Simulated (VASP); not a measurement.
# WC (WC type) (P-6m2) in VASP: further runs

WC (WC type) is run at these levels: PBE; tasks: single point, relaxation of cell and atoms.

Everything below comes from runs of VASP 6.6.1. Logs are shortened: lines on timing, memory, paths and dates and some standing lists are left out, and cuts for length are marked.

### Step 1. The cell of the first run

It takes space group P-6m2 (No. 187, hexagonal). Conventional cell: a = 2.922 Å, b = 2.922 Å, c = 2.847 Å, α = 90.00°, β = 90.00°, γ = 120.00°. W (site symmetry -6m2) has 6 C at 2.21 Å and 8 W at 2.85 to 2.92 Å within 3.0 Å. Within 3.0 Å of C (site symmetry -6m2) lie 6 W at 2.21 Å and 8 C at 2.85 to 2.92 Å.

### Step 2. Single point, PBE

The input, INCAR:

```
SYSTEM = WC
  PREC = Accurate
  ENCUT = 520
  EDIFF = 1E-6
  ISMEAR = -1
  SIGMA = 0.08
  LREAL = .FALSE.
  LASPH = .TRUE.
  NELM = 60
  ALGO = Normal
  ISIF = 2
  LWAVE = .FALSE.
  LCHARG = .FALSE.
  GGA = PE
  NBANDS = 16
```

The input, KPOINTS:

```
Automatic mesh
0
G
  15 15 14
  0 0 0
```

The input, POSCAR:

```
WC
1.0
    2.9222255666      0.0000000000      0.0000000000
   -1.4611127833      2.5307215763      0.0000000000
    0.0000000000      0.0000000000      2.8465278448
W C
1 1
Direct
    0.0000000000      0.0000000000      0.0000000000
    0.3333333333      0.6666666667      0.5000000000
```

Potentials or basis: VASP PAW PBE potentials, release 64 (W_sv, C).

Run with:

```
$ cat potpaw_PBE.64/W_sv/POTCAR potpaw_PBE.64/C/POTCAR > POTCAR
$ mpirun -np 1 vasp_std > vasp.out
```

OUTCAR:

```text
SYSTEM = WC
   PREC = Accurate
   ENCUT = 520
   EDIFF = 1E-6
   ISMEAR = -1
   LREAL = .FALSE.
   LASPH = .TRUE.
   NELM = 60
   ISIF = 2
   GGA = PE

 ion  position               nearest neighbor table
   1  0.000  0.000  0.000-   2 2.21   2 2.21   2 2.21   2 2.21   2 2.21   2 2.21
   2  0.333  0.667  0.500-   1 2.21   1 2.21   1 2.21   1 2.21   1 2.21   1 2.21

  LATTYP: Found a hexagonal cell.
 ALAT       =     2.9222255666
 C/A-ratio  =     0.9740958663

  Lattice vectors:

 A1 = (   2.9222255666,   0.0000000000,   0.0000000000)
 A2 = (  -1.4611127833,   2.5307215763,   0.0000000000)
 A3 = (   0.0000000000,   0.0000000000,   2.8465278448)

Analysis of symmetry for initial positions (statically):
=====================================================================
 Subroutine PRICEL returns:
 Original cell was already a primitive cell.

 Routine SETGRP: Setting up the symmetry group for a
 hexagonal supercell.

 Subroutine GETGRP returns: Found 12 space group operations
 (whereof 12 operations were pure point group operations)
 out of a pool of 24 trial point group operations.

The static configuration has the point symmetry D_3h.

Analysis of symmetry for dynamics (positions and initial velocities):
=====================================================================
 Subroutine PRICEL returns:
 Original cell was already a primitive cell.

 Routine SETGRP: Setting up the symmetry group for a
 hexagonal supercell.

 Subroutine GETGRP returns: Found 12 space group operations
 (whereof 12 operations were pure point group operations)
 out of a pool of 24 trial point group operations.

The dynamic configuration has the point symmetry D_3h.

 Subroutine INISYM returns: Found 12 space group operations
 (whereof 12 operations are pure point group operations),
 and found     1 'primitive' translations

----------------------------------------------------------------------------------------

                                     Primitive cell

  volume of cell :      21.0510

  direct lattice vectors                    reciprocal lattice vectors
     2.922225567  0.000000000  0.000000000     0.342204932  0.197572109  0.000000000
    -1.461112783  2.530721576  0.000000000     0.000000000  0.395144219  0.000000000
     0.000000000  0.000000000  2.846527845     0.000000000  0.000000000  0.351305188

  length of vectors
     2.922225567  2.922225567  2.846527845     0.395144219  0.395144219  0.351305188

  position of ions in fractional coordinates (direct lattice)
     0.000000000  0.000000000  0.000000000
     0.333333333  0.666666667  0.500000000

  ion indices of the primitive-cell ions
   primitive index   ion index
                 1           1
                 2           2

----------------------------------------------------------------------------------------

 KPOINTS: Automatic mesh

Automatic generation of k-mesh.
 Grid dimensions read from file:
 generate k-points for:   15   15   14

 Generating k-lattice:

  Cartesian coordinates                     Fractional coordinates (reciprocal lattice)
     0.022813662  0.013171474  0.000000000     0.066666667  0.000000000  0.000000000
     0.000000000  0.026342948  0.000000000     0.000000000  0.066666667  0.000000000
     0.000000000  0.000000000  0.025093228     0.000000000  0.000000000  0.071428571

  Length of vectors
     0.026342948  0.026342948  0.025093228

  Shift w.r.t. Gamma in fractional coordinates (k-lattice)
     0.000000000  0.000000000  0.000000000

 Subroutine IBZKPT returns following result:
 ===========================================

 Found    216 irreducible k-points:

 Following reciprocal coordinates:
            Coordinates               Weight
  0.000000  0.000000  0.000000      1.000000
  0.066667  0.000000  0.000000      6.000000
  0.133333 -0.000000  0.000000      6.000000
  0.200000 -0.000000  0.000000      6.000000
  0.266667 -0.000000  0.000000      6.000000
  0.333333 -0.000000  0.000000      6.000000
[... 16 lines left out ...]
  0.333333  0.200000  0.000000     12.000000
  0.400000  0.200000  0.000000      6.000000
 [... further k-points ...]
   k-points           NKPTS =    216   k-points in BZ     NKDIM =    216   number of bands    NBANDS=     16
   number of dos      NEDOS =    301   number of ions     NIONS =      2
   total plane-waves  NPLWV =  13824
   dimension x,y,z NGX =    24 NGY =   24 NGZ =   24
   dimension x,y,z NGXF=    48 NGYF=   48 NGZF=   48
   ions per type =               1   1
   NGX,Y,Z   is equivalent  to a cutoff of  13.65, 13.65, 14.02 a.u.
   NGXF,Y,Z  is equivalent  to a cutoff of  27.31, 27.31, 28.03 a.u.
 SYSTEM =  WC
   PREC   = accura    normal or accurate (medium, high low for compatibility)
   ISTART =      0    job   : 0-new  1-cont  2-samecut
   ICHARG =      2    charge: 1-file 2-atom 10-const
   ISPIN  =      1    spin polarized calculation?
   LNONCOLLINEAR =      F non collinear calculations
   LSORBIT =      F    spin-orbit coupling
   LASPH  =      T    aspherical Exc in radial PAW
   ENCUT  =  520.0 eV  38.22 Ry    6.18 a.u.   5.43  5.43  5.29*2*pi/ulx,y,z
   NELM   =     60;   NELMIN=  2; NELMDL= -5     # of ELM steps
   EDIFF  = 0.1E-05   stopping-criterion for ELM
   LREAL  =      F    real-space projection
   EDIFFG = 0.1E-04   stopping-criterion for IOM
   NSW    =      0    number of steps for IOM
   IBRION =     -1    ionic relax: 0-MD 1-quasi-New 2-CG
   NFREE  =      0    steps in history (QN), initial steepest desc. (CG)
   ISIF   =      2    stress and relaxation
   ISYM   =      2    0-nonsym 1-usesym 2-fastsym
   POTIM  = 0.5000    time-step for ionic-motion
   TEBEG  =    0.0;   TEEND  =   0.0 temperature during run
   PSTRESS=    0.0 pullay stress
   NELECT =      18.0000    total number of electrons
   NUPDOWN=      -1.0000    fix difference up-down
   EMIN   =  10.00;   EMAX   =-10.00  energy-range for DOS
   EFERMI =   0.00;   METHOD = LEGACY
   ISMEAR =    -1;   SIGMA  =   0.08  broadening in eV -4-tet -1-fermi 0-gaus
   EFERMI_NEDOS =   21; number of points for ismear=-14 and -15
   IALGO  =     38    algorithm
   IMIX   =      4    mixing-type and parameters
     AMIX     =   0.40;   BMIX     =  1.00
     AMIX_MAG =   1.60;   BMIX_MAG =  1.00
  volume/ion in A,a.u.               =      10.53        71.03
  Fermi-wavevector in a.u.,A,eV,Ry     =   1.553845  2.936342 32.850392  2.414436
  Thomas-Fermi vector in A             =   2.658017
   LORBIT       =      0    0 simple, 1 ext, 2 COOP (PROOUT), +10 PAW based schemes
   GGA     = PE    functional components
   LHFCALC =     F    Hartree Fock is set to
   AEXX    =    0.0000 exact exchange contribution
   IVDW    =     0    specifies the selected vdW correction
   LEPSILON=     F    determine dielectric tensor
   LRPA    =     F    only Hartree local field effects (RPA)
 non-spin polarized calculation
  energy-cutoff  :      520.00
  volume of cell :       21.05
 maximum number of plane-waves:       587
 NGX is ok and might be reduce to    24
   NGX = 11   NGY = 11   NGZ = 11

 number of electron      18.0000000 magnetization

 Free energy of the ion-electron system (eV)
  ---------------------------------------------------
  ext. energy  EPLUGINS =         0.00000000
  ---------------------------------------------------
  free energy    TOTEN  =       -22.45243306 eV

  energy without entropy =      -22.44628946  energy(sigma->0) =      -22.44936126

 E-fermi :  10.8632     XC(G=0): -13.7199

 val. band max:       10.8506265968   @ k =   0.0667   0.0667   0.3571
 cond. band min:      10.8812830701   @ k =   0.1333  -0.0000   0.4286
 fundamental gap:      0.0306564733
 Fermi energy:        10.8631975684

 k-point     1 :       0.0000    0.0000    0.0000
  band No.  band energies     occupation
      1     -63.1567      2.00000
      2     -27.1332      2.00000
      3     -27.0432      2.00000
      4     -27.0432      2.00000
      5      -3.4657      2.00000
      6       6.6469      2.00000
[... 8 lines left out ...]
     15      25.0918      0.00000
     16      27.4693      0.00000

 k-point     2 :       0.0667    0.0000    0.0000
  band No.  band energies     occupation
      1     -63.1544      2.00000
      2     -27.1287      2.00000
      3     -27.0782      2.00000
      4     -27.0511      2.00000
      5      -3.3509      2.00000
      6       6.6837      2.00000
[... 8 lines left out ...]
     15      24.8483      0.00000
     16      27.7118      0.00000

 k-point     3 :       0.1333   -0.0000    0.0000
  band No.  band energies     occupation
      1     -63.1478      2.00000
      2     -27.1762      2.00000
      3     -27.1160      2.00000
      4     -27.0735      2.00000
      5      -3.0193      2.00000
      6       6.5281      2.00000
[... 8 lines left out ...]
     15      24.5195      0.00000
     16      28.3994      0.00000

 k-point     4 :       0.2000   -0.0000    0.0000
  band No.  band energies     occupation
      1     -63.1380      2.00000
      2     -27.3180      2.00000
      3     -27.1063      2.00000
      4     -27.0973      2.00000
      5      -2.5075      2.00000
      6       5.9353      2.00000
[... 8 lines left out ...]
     15      24.4934      0.00000
     16      29.2005      0.00000

 k-point     5 :       0.2667   -0.0000    0.0000
  band No.  band energies     occupation
      1     -63.1269      2.00000
      2     -27.4774      2.00000
      3     -27.1436      2.00000
      4     -27.0758      2.00000
      5      -1.8738      2.00000
      6       5.2652      2.00000
[... 8 lines left out ...]
     15      24.9807      0.00000
     16      28.7212      0.00000

 k-point     6 :       0.3333   -0.0000    0.0000
  band No.  band energies     occupation
      1     -63.1162      2.00000
      2     -27.6264      2.00000
      3     -27.1791      2.00000
      4     -27.0551      2.00000
      5      -1.1991      2.00000
      6       4.6673      2.00000
[... 8 lines left out ...]
     15      25.6395      0.00000
     16      27.3953      0.00000

 k-point     7 :       0.4000    0.0000    0.0000
  band No.  band energies     occupation
      1     -63.1078      2.00000
      2     -27.7407      2.00000
      3     -27.2066      2.00000
      4     -27.0388      2.00000
      5      -0.5973      2.00000
      6       4.2061      2.00000
[... 8 lines left out ...]
     15      24.6733      0.00000
     16      27.8653      0.00000

 k-point     8 :       0.4667    0.0000    0.0000
  band No.  band energies     occupation
      1     -63.1032      2.00000
      2     -27.8025      2.00000
      3     -27.2217      2.00000
      4     -27.0299      2.00000
      5      -0.2236      2.00000
      6       3.9423      2.00000
[... 8 lines left out ...]
     15      23.6720      0.00000
     16      28.6604      0.00000

 k-point     9 :       0.0667    0.0667    0.0000
  band No.  band energies     occupation
      1     -63.1499      2.00000
      2     -27.1435      2.00000
      3     -27.1201      2.00000
      4     -27.0675      2.00000
      5      -3.1276      2.00000
      6       6.6280      2.00000
[... 8 lines left out ...]
     15      24.5944      0.00000
     16      28.1292      0.00000
[... 172 lines left out ...]
 k-point    19 :       0.3333    0.1333    0.0000
  band No.  band energies     occupation
      1     -63.1053      2.00000
      2     -27.7142      2.00000
      3     -27.2817      2.00000
      4     -27.0338      2.00000
      5      -0.3605      2.00000
      6       4.2633      2.00000
[... 8 lines left out ...]
     15      25.3165      0.00000
     16      27.6278      0.00000

 k-point    20 :       0.4000    0.1333    0.0000
  band No.  band energies     occupation
      1     -63.1011      2.00000
      2     -27.7635      2.00000
      3     -27.3032      2.00000
      4     -27.0257      2.00000
      5       0.0046      2.00000
      6       4.0542      2.00000
[... 8 lines left out ...]
     15      24.4737      0.00000
     16      28.2709      0.00000

 k-point    21 :       0.2000    0.2000    0.0000
  band No.  band energies     occupation
      1     -63.1136      2.00000
      2     -27.5934      2.00000
      3     -27.2608      2.00000
      4     -27.0501      2.00000
      5      -0.9924      2.00000
      6       4.7273      2.00000
[... 8 lines left out ...]
     15      25.8586      0.00000
     16      27.4953      0.00000

 k-point    22 :       0.2667    0.2000    0.0000
  band No.  band energies     occupation
      1     -63.1058      2.00000
      2     -27.6633      2.00000
      3     -27.3272      2.00000
      4     -27.0348      2.00000
      5      -0.3831      2.00000
      6       4.4190      2.00000
[... 8 lines left out ...]
     15      26.1279      0.00000
     16      27.2657      0.00000

 k-point    23 :       0.3333    0.2000    0.0000
  band No.  band energies     occupation
      1     -63.1004      2.00000
      2     -27.7071      2.00000
      3     -27.3756      2.00000
      4     -27.0244      2.00000
      5       0.0903      2.00000
      6       4.2280      2.00000
[... 8 lines left out ...]
     15      25.5344      0.00000
     16      27.7924      0.00000

 k-point    24 :       0.4000    0.2000    0.0000
  band No.  band energies     occupation
      1     -63.0985      2.00000
      2     -27.7218      2.00000
      3     -27.3933      2.00000
      4     -27.0207      2.00000
      5       0.2737      2.00000
      6       4.1647      2.00000
[... 8 lines left out ...]
     15      25.0889      0.00000
     16      27.9427      0.00000

 [... further k-points ...]

------------------------ aborting loop because EDIFF is reached ----------------------------------------

  FORCE on cell =-STRESS in cart. coord.  units (eV):
  Direction    XX          YY          ZZ          XY          YZ          ZX
  --------------------------------------------------------------------------------------
  -------------------------------------------------------------------------------------
  Total        0.1211868      0.1211868      0.1565870      0.0000000      0.0000000      0.0000000
  in kB        9.2234272      9.2234272     11.9177046      0.0000000      0.0000000      0.0000000
  external PRESSURE =      10.1215197 kB  Pullay stress =       0.0000000 kB

 VOLUME and BASIS-vectors are now :
 -----------------------------------------------------------------------------
  energy-cutoff  :      520.00
  volume of cell :       21.05
      direct lattice vectors                 reciprocal lattice vectors
     2.922225567  0.000000000  0.000000000     0.342204932  0.197572109  0.000000000
    -1.461112783  2.530721576  0.000000000     0.000000000  0.395144219  0.000000000
     0.000000000  0.000000000  2.846527845     0.000000000  0.000000000  0.351305188

 POSITION                                       TOTAL-FORCE (eV/Angst)
 -----------------------------------------------------------------------------------
      0.00000      0.00000      0.00000         0.000000     -0.000000      0.000000
     -0.00000      1.68715      1.42326        -0.000000      0.000000      0.000000
 -----------------------------------------------------------------------------------
    total drift:                               -0.000000      0.000000     -0.000000

  FREE ENERGIE OF THE ION-ELECTRON SYSTEM (eV)
  ---------------------------------------------------
  free  energy   TOTEN  =       -22.4524330569 eV

  energy  without entropy=      -22.4462894561  energy(sigma->0) =      -22.44936126
```

Wall time 27 s (1 thread of Intel Xeon Platinum 8488C (Sapphire Rapids), shared host); peak memory 0.19 GiB.

What came out:

```yaml
Free_energy: -22.4524 eV
Pressure: 1.0 GPa
Band_gap_on_the_k_mesh: zero (bands 9 and 10 overlap by 1.20 eV)
```

Stress tensor (GPa, compression positive):
```
0.92 0.00 0.00
0.00 0.92 0.00
0.00 0.00 1.19
```

Caveat: spin-orbit coupling is left out, which moves the levels of the heavy elements.

### Step 3. Single point, PBE

The input, INCAR:

```
SYSTEM = WC
PREC = Accurate ; ENCUT = 520
EDIFF = 1E-7 ; ISMEAR = -1
SIGMA = 0.08 ; LREAL = .False.
LASPH = .True. ; NELM = 80
ALGO = Normal ; ISIF = 2
LWAVE = .False. ; LCHARG = .True.
GGA = PE ; LELF = .True.
LVHAR = .True. ; NBANDS = 16
```

The input, KPOINTS:

```
regular mesh
0
Gamma
  15 15 14
  0 0 0
```

The input, POSCAR:

```
WC
1.0
    2.9225338810      0.0000000000      0.0000000000
   -1.4612669405      2.5309885844      0.0000000000
    0.0000000000      0.0000000000      2.8467574090
W C
1 1
Direct
    0.0000000000      0.0000000000      0.0000000000
    0.3333333333      0.6666666667      0.5000000000
```

Potentials or basis: VASP PAW PBE potentials, release 64 (W_sv, C).

Run with:

```
$ cat potpaw_PBE.64/W_sv/POTCAR potpaw_PBE.64/C/POTCAR > POTCAR
$ mpirun -np 1 vasp_std > vasp.out
```

Run time: 30 s. Hardware: 1 thread of Intel Xeon Platinum 8488C (Sapphire Rapids), shared host; peak memory 0.19 GiB.

Results (log left out):

* Free energy: -22.4525 eV
* Pressure: 0.9 GPa
* Band gap on the k mesh: zero (bands 9 and 10 overlap by 1.20 eV)

Stress tensor (GPa, compression positive):
```
0.82 0.00 0.00
0.00 0.82 0.00
0.00 0.00 1.09
```

Levels at points of the mesh, in eV from the Fermi level:
```tsv
k point	band 7	band 8	band 9	band 10	band 11	band 12
(0.00, 0.00, 0.00)	-3.27	-3.27	0.12	3.18	3.18	5.56
(0.00, 0.00, 0.50)	-1.98	-1.98	-0.55	-0.55	3.65	4.49
```

Caveat: spin-orbit coupling is left out, which moves the levels of the heavy elements.

### Step 4. Relaxation of cell and atoms, PBE, target pressure -0.037 GPa, at which the enthalpy is minimised

The input, INCAR:

```
SYSTEM = WC
PREC = Accurate ; ENCUT = 600
EDIFF = 1E-6 ; ISMEAR = -1
SIGMA = 0.08 ; LREAL = .False.
LASPH = .True. ; NELM = 100
ALGO = Normal ; ISIF = 3
LWAVE = .False. ; LCHARG = .False.
GGA = PE ; IBRION = 2
NSW = 32 ; EDIFFG = -0.005
PSTRESS = -0.37
```

The input, KPOINTS:

```
Automatic mesh
0
Gamma
  15 15 14
  0 0 0
```

The input, POSCAR:

```
WC
1.0
    2.9222255666      0.0000000000      0.0000000000
   -1.4611127833      2.5307215763      0.0000000000
    0.0000000000      0.0000000000      2.8465278448
W C
1 1
Direct
    0.0000000000      0.0000000000      0.0000000000
    0.3333333333      0.6666666667      0.5000000000
```

Run with:

```
$ cat potpaw_PBE.64/W_sv/POTCAR potpaw_PBE.64/C/POTCAR > POTCAR
$ mpirun -np 1 vasp_std > vasp.out
```

Wall time 62 s (1 thread of Intel Xeon Platinum 8259CL at 2.50GHz (Skylake/Cascade Lake), shared host); peak memory 0.21 GiB.

It converged, with:

- Free energy: -22.4535 eV
- Relaxed volume: 10.55 Å³/atom
- Relaxed cell: a = 2.924 Å, b = 2.924 Å, c = 2.849 Å, α = 90.00°, β = 90.00°, γ = 120.00°
- Space group after relaxing (to 0.1 Å): P-6m2 (No. 187)
- Energy change on relaxing (the run minimises the enthalpy): -0.1 meV/atom
- Ionic steps: 3
- Pressure after relaxing: -0.1 GPa
- Band gap on the k mesh: zero (bands 9 and 10 overlap by 1.19 eV)

The path:
```csv
step,energy change (eV),largest force (eV/Å),pressure (GPa),volume (Å³)
1,0.0000,0.0000,0.94,21.05
2,0.0011,0.0000,-2.65,21.25
3,-0.0001,0.0000,-0.05,21.10
```

Final structure:
```xyz
2
Lattice="2.9244 0.0000 0.0000 -1.4622 2.5326 0.0000 0.0000 0.0000 2.8493" Properties=species:S:1:pos:R:3 pbc="T T T"
W     0.0000    0.0000    2.8493
C     0.0000    1.6884    1.4247
```

Levels at points of the mesh, in eV from the Fermi level:
| k point | band 5 | band 6 | band 7 | band 8 | band 9 | band 10 | band 11 | band 12 | band 13 |
| --- | --- | --- | --- | --- | --- | --- | --- | --- | --- |
| (0.00, 0.00, 0.00) | -14.31 | -4.20 | -3.26 | -3.26 | 0.11 | 3.17 | 3.17 | 5.55 | 5.55 |
| (0.00, 0.00, 0.50) | -10.37 | -8.53 | -1.97 | -1.97 | -0.55 | -0.55 | 3.64 | 4.48 | 4.48 |

Caveat: the cell is relaxed towards a set pressure, so the run minimises the enthalpy, not the energy; spin-orbit coupling is left out, which moves the levels of the heavy elements.

### Step 5. Summary

```tsv
task	cell	cutoff (eV)	gap on the mesh (eV)	pressure (GPa)
single point	a = 2.922, b = 2.922, c = 2.847 Å, angles 90.0, 90.0, 120.0°, 2 atoms	520	none	1.0
single point	a = 2.923, b = 2.923, c = 2.847 Å, angles 90.0, 90.0, 120.0°, 2 atoms	520	none	0.9
relaxation of cell and atoms	relaxed to -0.037 GPa from a = 2.922, b = 2.922, c = 2.847 Å, angles 90.0, 90.0, 120.0°, 2 atoms	600	none	-0.1
```

Alike in all rows: level PBE; potentials or basis VASP PAW PBE potentials, release 64 (W_sv, C); no spin polarisation; k mesh 15 × 15 × 14; smearing fermi-dirac 0.08 eV.

Caveats: spin-orbit coupling is left out, which moves the levels of the heavy elements; the cell is relaxed towards a set pressure, so the run minimises the enthalpy, not the energy (at least some runs).

Total energies depend on the potentials used, so only differences within one code and one set of settings carry meaning.
